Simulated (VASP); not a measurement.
Input of a VASP 6.6.1 run:

The input INCAR:

```
SYSTEM = SiO2
PREC = Accurate
ENCUT = 520
EDIFF = 1E-7
ISMEAR = 0
SIGMA = 0.05
LREAL = .FALSE.
LASPH = .TRUE.
NELM = 60
ALGO = Normal
ISIF = 2
LWAVE = .FALSE.
LCHARG = .FALSE.
GGA = PE
NBANDS = 25
```

File KPOINTS:

```
Automatic mesh
0
G
  6 6 8
  0 0 0
```

The input POSCAR:

```
SiO2
1.0
    4.3312000000      0.0000000000      0.0000000000
    0.0000000000      4.3312000000      0.0000000000
    0.0000000000      0.0000000000      2.6091000000
Si O
2 4
Direct
    0.5000000000      0.5000000000      0.5000000000
    0.0000000000      0.0000000000      0.0000000000
    0.6930127928      0.6930127928      0.0000000000
    0.1930127928      0.8069872072      0.5000000000
    0.3069872072      0.3069872072      0.0000000000
    0.8069872072      0.1930127928      0.5000000000
```

Potentials or basis: VASP PAW PBE potentials, release 64 (Si, O).

The run is started by

```sh
$ cat potpaw_PBE.64/Si/POTCAR potpaw_PBE.64/O/POTCAR > POTCAR
$ mpirun -np 1 vasp_std > vasp.out
```

Predict the largest force.

0.479 eV/Å.

What does it give for the pressure?

-0.7 GPa.

Stress tensor (GPa, compression positive):
```
-8.68  0.00  0.00
 0.00 -8.68  0.00
 0.00  0.00 15.26
```
